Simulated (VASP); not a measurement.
Runs of VASP 6.6.1 on KTaO3. The structure is that of space group Pm-3m (No. 221), or close to it. The cells are those of the table. 

```csv
task,level,potentials or basis,spin,cell,k mesh,cutoff (eV),smearing,dipole correction,tolerance level,purpose,passes,gap on the mesh (eV),pressure (GPa),relaxed volume (Å³/atom)
single point,PBEsol,"VASP PAW PBE potentials, release 64 (Ta_pv, K_sv, O)",off,"a = 3.934 Å, 5 atoms",7 × 7 × 7,520,fermi-dirac 0.05 eV,no,-,-,-,2.23,(a),-
relaxation of cell and atoms,r2SCAN,"VASP PAW PBE potentials, release 64 (Ta_pv, K_sv, O)",off,"relaxed from a = 4.117 Å, 5 atoms",7 × 7 × 7,840,gaussian 0.03 eV,-,tight,cell,3,2.65,0.0,12.76
single point,r2SCAN,"VASP PAW PBE potentials, release 64 (Ta_sv_GW, K_sv, O)","non-collinear, zero start, SOC","a = 3.988 Å, 5 atoms",5 × 5 × 5,660,fermi-dirac 0.05 eV,no,-,-,-,-,0.4,-
single point,"b88 exchange, pbe correlation","VASP PAW PBE potentials, release 64 (Ta_pv, K_sv, O)",off,"a = 4.023 Å, 5 atoms",7 × 7 × 7,600,fermi-dirac 0.05 eV,no,-,-,-,2.17,0.4,-
single point,PBEsol+D4,"VASP PAW PBE potentials, release 64 (Ta_pv, K_sv, O)",off,"a = 3.962 Å, 5 atoms",7 × 7 × 7,520,fermi-dirac 0.05 eV,no,-,-,-,2.19,(c),-
single point,PBEsol+D4,"VASP PAW PBE potentials, release 64 (Ta_pv, K_sv, O)",off,"a = 3.988 Å, 5 atoms",7 × 7 × 7,520,fermi-dirac 0.05 eV,no,-,-,-,2.14,-0.9,-
relaxation of cell and atoms,r2SCAN,"VASP PAW PBE potentials, release 64 (Ta_pv, K_sv, O)",off,"relaxed from a = 4.117 Å, 5 atoms",7 × 7 × 7,840,gaussian 0.03 eV,-,tight,cell,2,2.65,0.0,12.77
single point,LDA,"VASP PAW LDA potentials, release 64 (Ta_pv, K_sv, O)",off,"a = 4.015 Å, 5 atoms",7 × 7 × 7,520,fermi-dirac 0.05 eV,no,-,-,-,2.04,-8.2,-
single point,PBEsol,"VASP PAW PBE potentials, release 64 (Ta_pv, K_sv, O)",off,"a = 3.962 Å, 5 atoms",7 × 7 × 7,520,fermi-dirac 0.05 eV,no,-,-,-,2.19,(b),-
single point,PBEsol+D4,"VASP PAW PBE potentials, release 64 (Ta_pv, K_sv, O)",off,"a = 3.907 Å, 5 atoms",7 × 7 × 7,520,fermi-dirac 0.05 eV,no,-,-,-,2.27,13.5,-
single point,LDA,"VASP PAW LDA potentials, release 64 (Ta_pv, K_sv, O)",off,"a = 3.988 Å, 5 atoms",7 × 7 × 7,520,fermi-dirac 0.05 eV,no,-,-,-,2.08,-4.4,-
single point,PBEsol,"VASP PAW PBE potentials, release 64 (Ta_pv, K_sv, O)",off,"a = 4.067 Å, 5 atoms",7 × 7 × 7,520,fermi-dirac 0.05 eV,no,-,-,-,2.02,(d),-
```

Question: Estimate the missing entries.

Answer: (a) 9.5; (b) 4.6; (c) 3.4; (d) -10.2.

Caveats: spin-orbit coupling is left out, which moves the levels of the heavy elements (at least some runs); an odd mesh through Γ misses points on the zone boundary, where band edges can lie (at least some runs); the PAW data sets were made with another functional, which shifts forces and pressure a little (at least some runs); the cell stands under pressure (at least some runs); the cell stands under tension (at least some runs).

A k mesh can miss the band edges, and rows without SOC leave out spin-orbit coupling on Ta.

The runs don't all hold the same shells in valence.
